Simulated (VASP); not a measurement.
Here is a VASP 6.6.1 calculation.

Contents of INCAR:

```
PREC = Accurate
ENCUT = 600
EDIFF = 1E-6
ISMEAR = -1
SIGMA = 0.05
LREAL = False
LASPH = True
NELM = 120
ALGO = Normal
ISIF = 2
LWAVE = False
LCHARG = False
NBANDS = 16
GGA_COMPAT = False
```

File KPOINTS:

```
regular mesh
0
Gamma
  8 8 8
```

Contents of POSCAR:

```
GaN
1.0
    0.0000000000      2.1209041320      2.1209041320
    2.1209041320      0.0000000000      2.1209041320
    2.1209041320      2.1209041320      0.0000000000
Ga N
1 1
Direct
    0.0000000000      0.0000000000      0.0000000000
    0.5000000000      0.5000000000      0.5000000000
```

Potentials or basis: VASP PAW LDA potentials, release 64 (Ga_d, N).

The run is started by

```bash
$ cat potpaw_LDA.64/Ga_d/POTCAR potpaw_LDA.64/N/POTCAR > POTCAR
$ mpirun -np 1 vasp_std > vasp.out
```

Q: Estimate the pressure.

A: -8.7 GPa.

Q: Estimate the band gap on the k mesh.

A: 0.36 eV, indirect (least direct gap 2.70 eV).

A k mesh can miss the band edges.
